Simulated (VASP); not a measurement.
TaN (CsCl type):

```
Ta N
1.0
     2.72202    0.00000    0.00000
     0.00000    2.72202    0.00000
     0.00000    0.00000    2.72202
Ta N
1 1
Direct
  0.00000 0.00000 0.00000
  0.50000 0.50000 0.50000
```

- Program: VASP 6.6.1
- Task: relaxation of cell and atoms
- Functional: PBE
- Potentials or basis: VASP PAW PBE potentials, release 64 (Ta_pv, N)
- Cutoff: 600 eV
- k mesh: 15 × 15 × 15
- Occupations: fermi-dirac, width 0.05 eV
- Spin: no spin polarisation

At the start: pressure 11.2 GPa; volume 10.08 Å³/atom.

**Question.** How do energy, volume and symmetry change on relaxing?

**Answer.** Over 4 steps the energy falls by 11.6 meV/atom and the volume is 10.43 Å³/atom (+3.4 %); space group Pm-3m (No. 221, to 0.1 Å) before and after.

Step by step:
```csv
step,energy change (eV),largest force (eV/Å),pressure (GPa),volume (Å³)
1,0.0000,0.0000,11.22,20.17
2,0.0639,0.0000,-18.12,22.30
3,-0.0232,0.0000,-0.22,20.87
4,-0.0232,0.0000,-0.01,20.85
```

Final structure:
```
Ta N
1.0
     2.75247    0.00000    0.00000
     0.00000    2.75247    0.00000
     0.00000    0.00000    2.75247
Ta N
1 1
Direct
  0.00000 0.00000 0.00000
  0.50000 0.50000 0.50000
```
